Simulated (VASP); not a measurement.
# MgO (Amm2) in VASP: further runs

MgO is run at these levels: r2SCAN; tasks: single point.

All numbers are computed with VASP 6.6.1; they aren't measurements. Logs are shortened: lines on timing, memory, paths and dates and some standing lists are left out, and cuts for length are marked.

## (1) The cell of the first run

The structure is orthorhombic, space group Amm2 (No. 38). Conventional cell: a = 4.186 Å, b = 3.484 Å, c = 6.035 Å, α = 90.00°, β = 90.00°, γ = 90.00°. Mg (site symmetry mm2) has 5 O at 1.71 to 2.18 Å within 2.3 Å. Within 2.5 Å of Mg (site symmetry mm2) lie 5 O at 1.88 to 2.31 Å. O (site symmetry mm2) has 5 Mg at 1.88 to 2.31 Å within 2.5 Å. Within 2.3 Å of O (site symmetry mm2) lie 5 Mg at 1.71 to 2.18 Å.

## (2) Single point, r2SCAN

File POSCAR:

```
MgO
1.0
    3.4841042127      0.0000000000      0.0000000000
   -1.7420521064      3.0173227576      0.0000000000
    0.0000000000      0.0000000000      4.1856875957
Mg O
2 2
Direct
    0.6666666667      0.3333333333      0.7500000000
    0.3333333333      0.6666666667      0.2500000000
    0.7163796116      0.4327592231      0.2500000000
    0.3830462782      0.7660925565      0.7500000000
```

File INCAR.step1:

```
SYSTEM = MgO
ALGO = Normal ; EDIFF = 1E-4
ENCUT = 520 ; GGA = PE
ISMEAR = 0 ; LASPH = .TRUE.
LCHARG = .FALSE. ; LREAL = .FALSE.
LWAVE = .TRUE. ; NBANDS = 16
NELM = 60 ; PREC = Accurate
SIGMA = 0.05
```

File INCAR.step2:

```
SYSTEM = MgO
ALGO = Normal ; EDIFF = 1E-7
ENCUT = 520 ; ISIF = 2
ISMEAR = 0 ; ISTART = 1
LASPH = .TRUE. ; LCHARG = .FALSE.
LMIXTAU = .TRUE. ; LREAL = .FALSE.
LWAVE = .FALSE. ; METAGGA = R2SCAN
NBANDS = 16 ; NELM = 60
PREC = Accurate ; SIGMA = 0.05
```

File KPOINTS:

```
k-points
0
G
  6 6 6
  0 0 0
```

Potentials or basis: VASP PAW PBE potentials, release 64 (Mg, O).

On the command line:

```
$ cat potpaw_PBE.64/Mg/POTCAR potpaw_PBE.64/O/POTCAR > POTCAR
$ cp INCAR.step1 INCAR
$ mpirun -np 1 vasp_std > vasp.out
$ cp INCAR.step2 INCAR
$ mpirun -np 1 vasp_std > vasp.out
```

OUTCAR:

```text
SYSTEM = MgO
   EDIFF = 1E-7
   ENCUT = 520
   ISIF = 2
   ISMEAR = 0
   ISTART = 1
   LASPH = .TRUE.
   LREAL = .FALSE.
   METAGGA = R2SCAN
   NELM = 60
   PREC = Accurate

 ion  position               nearest neighbor table
   1  0.667  0.333  0.750-   4 1.71   3 2.11   3 2.11   4 2.18   4 2.18   2 2.90   2 2.90   2 2.90
                             2 2.90   2 2.90   2 2.90
   2  0.333  0.667  0.250-   3 1.88   3 1.88   4 2.11   4 2.11   3 2.31   1 2.90   1 2.90   1 2.90
                             1 2.90   1 2.90   1 2.90
   3  0.716  0.433  0.250-   2 1.88   2 1.88   1 2.11   1 2.11   2 2.31
   4  0.383  0.766  0.750-   1 1.71   2 2.11   2 2.11   1 2.18   1 2.18

  LATTYP: Found a hexagonal cell.
 ALAT       =     3.4841042127
 C/A-ratio  =     1.2013669340

  Lattice vectors:

 A1 = (   3.4841042127,   0.0000000000,   0.0000000000)
 A2 = (  -1.7420521064,   3.0173227576,   0.0000000000)
 A3 = (   0.0000000000,   0.0000000000,   4.1856875957)

Analysis of symmetry for initial positions (statically):
=====================================================================
 Subroutine PRICEL returns:
 Original cell was already a primitive cell.

 Routine SETGRP: Setting up the symmetry group for a
 hexagonal supercell.

 Subroutine GETGRP returns: Found  4 space group operations
 (whereof  2 operations were pure point group operations)
 out of a pool of 24 trial point group operations.

The static configuration has the point symmetry C_1h.
 The point group associated with its full space group is C_2v.

Analysis of symmetry for dynamics (positions and initial velocities):
=====================================================================
 Subroutine PRICEL returns:
 Original cell was already a primitive cell.

 Routine SETGRP: Setting up the symmetry group for a
 hexagonal supercell.

 Subroutine GETGRP returns: Found  4 space group operations
 (whereof  2 operations were pure point group operations)
 out of a pool of 24 trial point group operations.

The dynamic configuration has the point symmetry C_1h.
 The point group associated with its full space group is C_2v.

 Subroutine INISYM returns: Found  4 space group operations
 (whereof  2 operations are pure point group operations),
 and found     1 'primitive' translations

[... 92 lines left out ...]
   ISPIN  =      1    spin polarized calculation?
   LNONCOLLINEAR =      F non collinear calculations
   LSORBIT =      F    spin-orbit coupling
   LASPH  =      T    aspherical Exc in radial PAW
   ENCUT  =  520.0 eV  38.22 Ry    6.18 a.u.   6.48  6.48  7.78*2*pi/ulx,y,z
   NELM   =     60;   NELMIN=  2; NELMDL=  0     # of ELM steps
   EDIFF  = 0.1E-06   stopping-criterion for ELM
   LREAL  =      F    real-space projection
   EDIFFG = 0.1E-05   stopping-criterion for IOM
   NSW    =      0    number of steps for IOM
   IBRION =     -1    ionic relax: 0-MD 1-quasi-New 2-CG
   NFREE  =      0    steps in history (QN), initial steepest desc. (CG)
   ISIF   =      2    stress and relaxation
   ISYM   =      2    0-nonsym 1-usesym 2-fastsym
   POTIM  = 0.5000    time-step for ionic-motion
   TEBEG  =    0.0;   TEEND  =   0.0 temperature during run
   PSTRESS=    0.0 pullay stress
   NELECT =      16.0000    total number of electrons
   NUPDOWN=      -1.0000    fix difference up-down
   EMIN   =  10.00;   EMAX   =-10.00  energy-range for DOS
   EFERMI =   0.00;   METHOD = LEGACY
   ISMEAR =     0;   SIGMA  =   0.05  broadening in eV -4-tet -1-fermi 0-gaus
   EFERMI_NEDOS =   21; number of points for ismear=-14 and -15
   IALGO  =     38    algorithm
   IMIX   =      4    mixing-type and parameters
     AMIX     =   0.40;   BMIX     =  1.00
     AMIX_MAG =   1.60;   BMIX_MAG =  1.00
  volume/ion in A,a.u.               =      11.00        74.24
  Fermi-wavevector in a.u.,A,eV,Ry     =   1.168481  2.208109 18.576679  1.365347
  Thomas-Fermi vector in A             =   2.304967
   LORBIT       =      0    0 simple, 1 ext, 2 COOP (PROOUT), +10 PAW based schemes
   METAGGA = R2SCAN    functional components
   LHFCALC =     F    Hartree Fock is set to
   AEXX    =    0.0000 exact exchange contribution
   IVDW    =     0    specifies the selected vdW correction
   LEPSILON=     F    determine dielectric tensor
   LRPA    =     F    only Hartree local field effects (RPA)
 non-spin polarized calculation
 Gauss-broadening in eV      SIGMA  =   0.05
  energy-cutoff  :      520.00
  volume of cell :       44.00
 maximum number of plane-waves:      1204
 NGX is ok and might be reduce to    28
   NGX = 13   NGY = 13   NGZ = 15

 number of electron      16.0000002 magnetization

 Free energy of the ion-electron system (eV)
  ---------------------------------------------------
  ext. energy  EPLUGINS =         0.00000000
  ---------------------------------------------------
  free energy    TOTEN  =       -31.12840936 eV

  energy without entropy =      -31.12840936  energy(sigma->0) =      -31.12840936

 E-fermi :   1.8644     XC(G=0): -10.5399

 val. band max:        1.5388659371   @ k =   0.0000   0.0000   0.0000
 cond. band min:       5.5419075755   @ k =   0.0000   0.0000   0.0000
 fundamental gap:      4.0030416384
 Fermi energy:         1.8643965882

 k-point     1 :       0.0000    0.0000    0.0000
  band No.  band energies     occupation
      1     -16.3086      2.00000
      2     -14.9663      2.00000
      3      -2.0641      2.00000
      4      -0.2296      2.00000
      5      -0.1414      2.00000
      6       0.7858      2.00000
[... 433 lines left out ...]
      3      -1.9329      2.00000
      4      -1.3391      2.00000
      5      -0.7872      2.00000
      6      -0.1415      2.00000
[... 8 lines left out ...]
     15      16.9854      0.00000
     16      18.2397      0.00000

 [... further k-points ...]
[... 5 lines left out ...]
  --------------------------------------------------------------------------------------
  -------------------------------------------------------------------------------------
  Total        1.9297029      5.5064635     -0.6902831     -0.0000000      0.0000000      0.0000000
  in kB       70.2621293    200.4950379    -25.1337960     -0.0000000      0.0000000      0.0000000
  external PRESSURE =      81.8744571 kB  Pullay stress =       0.0000000 kB

 VOLUME and BASIS-vectors are now :
 -----------------------------------------------------------------------------
  energy-cutoff  :      520.00
  volume of cell :       44.00
      direct lattice vectors                 reciprocal lattice vectors
     3.484104213  0.000000000  0.000000000     0.287017821  0.165709816  0.000000000
    -1.742052106  3.017322758  0.000000000     0.000000000  0.331419633  0.000000000
     0.000000000  0.000000000  4.185687596     0.000000000  0.000000000  0.238909373

 POSITION                                       TOTAL-FORCE (eV/Angst)
 -----------------------------------------------------------------------------------
      1.74205      1.00577      3.13927        -0.000000      5.256187      0.000000
     -0.00000      2.01155      1.04642        -0.000000      1.836735      0.000000
      1.74205      1.30577      1.04642         0.000000     -1.815493      0.000000
     -0.00000      2.31155      3.13927         0.000000     -5.277429      0.000000
 -----------------------------------------------------------------------------------
    total drift:                                0.000002     -0.017899     -0.000000

  FREE ENERGIE OF THE ION-ELECTRON SYSTEM (eV)
  ---------------------------------------------------
  free  energy   TOTEN  =       -31.1284093562 eV

  energy  without entropy=      -31.1284093562  energy(sigma->0) =      -31.12840936
```

Wall time 2.2 min (1 thread of Intel Xeon Platinum 8259CL at 2.50GHz (Skylake/Cascade Lake), shared host); peak memory 0.19 GiB.

Results:

| Quantity | Value |
| --- | --- |
| Free energy | -31.1284 eV |
| Pressure | 8.2 GPa |
| Largest force | 5.277 eV/Å |
| Band gap on the k mesh | 4.00 eV, direct |

Forces in eV/Å, atoms in the order of the input:
```
Mg   0.000  5.256  0.000
Mg   0.000  1.837  0.000
O    0.000 -1.815  0.000
O    0.000 -5.277  0.000
```

Stress tensor (GPa, compression positive):
```
 7.03  0.00  0.00
 0.00 20.05  0.00
 0.00  0.00 -2.51
```

Levels at points of the mesh, in eV from the valence-band top:
```tsv
k point	band 4	band 5	band 6	band 7	band 8	band 9	band 10	band 11	band 12	band 13
(0.00, 0.00, 0.00)	-1.77	-1.68	-0.75	-0.73	0.00	4.00	10.09	13.07	13.46	13.65
(0.50, 0.00, 0.00)	-2.34	-2.24	-1.91	-1.28	-0.49	7.58	9.75	10.45	12.69	14.31
(0.00, 0.50, 0.00)	-2.36	-2.35	-1.92	-1.26	-0.48	7.59	9.98	10.64	12.79	13.98
(0.00, 0.00, 0.50)	-2.40	-1.51	-1.36	-1.04	-0.94	7.07	7.09	13.63	13.70	13.89
(0.50, 0.00, 0.50)	-3.76	-1.63	-1.44	-0.75	-0.71	7.88	8.04	12.60	13.02	14.86
(0.00, 0.50, 0.50)	-3.74	-1.78	-1.25	-0.78	-0.70	7.78	8.17	12.42	13.30	15.10
```

Caveat: the cell differs from its parent crystal (all O atoms moved -0.300 Å, as atom 3 towards its neighbour atom 2 (Mg) at 2.012 Å); the PAW data sets were made with another functional, which shifts forces and pressure a little.

## (3) Single point, r2SCAN

Edit POSCAR of step 2 so:

```diff
@@ -10,3 +10,3 @@
     0.3333333333      0.6666666667      0.2500000000
-    0.7163796116      0.4327592231      0.2500000000
-    0.3830462782      0.7660925565      0.7500000000
+    0.6293819580      0.2587639160      0.2500000000
+    0.2960486247      0.5920972493      0.7500000000
```

File INCAR.step1:

```
SYSTEM = MgO
PREC = Accurate
ENCUT = 520
ISMEAR = 0
SIGMA = 0.05
LREAL = .FALSE.
LASPH = .TRUE.
NELM = 60
NBANDS = 16
GGA = PE
ALGO = Normal
EDIFF = 1E-4
LWAVE = .TRUE.
LCHARG = .FALSE.
```

File INCAR.step2:

```
SYSTEM = MgO
PREC = Accurate
ENCUT = 520
EDIFF = 1E-6
ISMEAR = 0
SIGMA = 0.05
LREAL = .FALSE.
LASPH = .TRUE.
NELM = 60
ALGO = Normal
ISIF = 2
LWAVE = .FALSE.
LCHARG = .FALSE.
METAGGA = R2SCAN
LMIXTAU = .TRUE.
NBANDS = 16
ISTART = 1
```

File KPOINTS:

```
regular mesh
0
G
  6 6 6
  0 0 0
```

Potentials or basis: VASP PAW PBE potentials, release 64 (Mg, O).

On the command line:

```
$ cat potpaw_PBE.64/Mg/POTCAR potpaw_PBE.64/O/POTCAR > POTCAR
$ cp INCAR.step1 INCAR
$ mpirun -np 1 vasp_std > vasp.out
$ cp INCAR.step2 INCAR
$ mpirun -np 1 vasp_std > vasp.out
```

Run time: 1.7 min. Hardware: 1 thread of Intel Xeon Platinum 8259CL at 2.50GHz (Skylake/Cascade Lake), shared host; peak memory 0.19 GiB.

Results (log left out):

```
Free energy            : -31.5699 eV
Pressure               : 4.1 GPa
Largest force          : 3.277 eV/Å
Band gap on the k mesh : 4.04 eV, direct
```

Forces on the atoms (eV/Å):
```
Mg   0.000 -1.504  0.000
Mg   0.000 -3.270  0.000
O    0.000  3.277  0.000
O    0.000  1.497  0.000
```

Stress tensor (GPa, compression positive):
```
 3.75  0.00  0.00
 0.00 10.37  0.00
 0.00  0.00 -1.88
```

Levels at points of the mesh, in eV from the valence-band top:
```
           k point  band 6  band 7  band 8  band 9  band 10  band 11
(0.00, 0.00, 0.00)   -0.78   -0.78    0.00    4.04    10.21    13.11
(0.50, 0.00, 0.00)   -1.94   -1.29   -0.51    7.61     9.86    10.52
(0.00, 0.50, 0.00)   -1.94   -1.28   -0.50    7.62     9.99    10.63
(0.00, 0.00, 0.50)   -1.41   -1.10   -1.05    7.10     7.11    13.68
(0.50, 0.00, 0.50)   -1.46   -0.79   -0.75    7.93     8.05    12.72
(0.00, 0.50, 0.50)   -1.32   -0.82   -0.74    7.86     8.13    12.57
```

Caveat: the cell differs from its parent crystal (all O atoms moved +0.225 Å, as atom 3 towards its neighbour atom 2 (Mg) at 2.012 Å); the PAW data sets were made with another functional, which shifts forces and pressure a little.
